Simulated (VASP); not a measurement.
**HfO2: single point with PBE**

HfO2:

```xyz
3
Lattice="0.0000 2.4280 2.5706 2.4280 0.0000 2.5706 2.4280 2.4280 0.0000" Properties=species:S:1:pos:R:3 pbc="T T T"
Hf    0.0000    0.0000    0.0000
O     1.2140    1.2140    1.2853
O     3.6420    3.6420    3.8558
```

This cell differs from its parent crystal: epitaxial xy strain -4.0%.

```yaml
Program: VASP 6.6.1
Task: single point
Functional: PBE
Potentials_or_basis: VASP PAW PBE potentials, release 64 (Hf_pv, O)
Cutoff: 520 eV
k_mesh: 8 × 8 × 8
Occupations: fermi-dirac, width 0.02 eV
Spin: no spin polarisation
```

The pressure is 21.9 GPa. The band gap on the k mesh is 3.29 eV, indirect (least direct gap 3.59 eV).

Stress tensor (GPa, compression positive):
```
31.74  0.00  0.00
 0.00 31.74  0.00
 0.00  0.00  2.21
```

Levels at points of the mesh, in eV from the valence-band top:
| k point | band 7 | band 8 | band 9 | band 10 | band 11 | band 12 | band 13 | band 14 | band 15 | band 16 |
| --- | --- | --- | --- | --- | --- | --- | --- | --- | --- | --- |
| (0.00, 0.00, 0.00) | -6.05 | -6.00 | -1.40 | -0.61 | -0.61 | 3.29 | 4.12 | 6.32 | 10.95 | 11.08 |
| (0.50, 0.00, 0.00) | -4.77 | -3.38 | -3.14 | -2.16 | -2.13 | 4.48 | 4.76 | 7.34 | 9.00 | 9.91 |
| (0.50, 0.50, 0.00) | -3.85 | -3.85 | -1.69 | -1.69 | -0.65 | 3.70 | 5.64 | 6.37 | 8.26 | 8.26 |
| (0.50, 0.00, 0.50) | -4.08 | -3.69 | -2.52 | -1.43 | 0.00 | 3.59 | 5.76 | 7.37 | 8.46 | 8.94 |

Run time: 14 s on 1 thread of Intel(R) Xeon(R) 6975P-C (Granite Rapids), with other jobs on the host, peak memory 0.17 GiB.

Caveat: the cell differs from its parent crystal (epitaxial xy strain -4.0%); spin-orbit coupling is left out, which moves the levels of the heavy elements. A k mesh can miss the band edges.
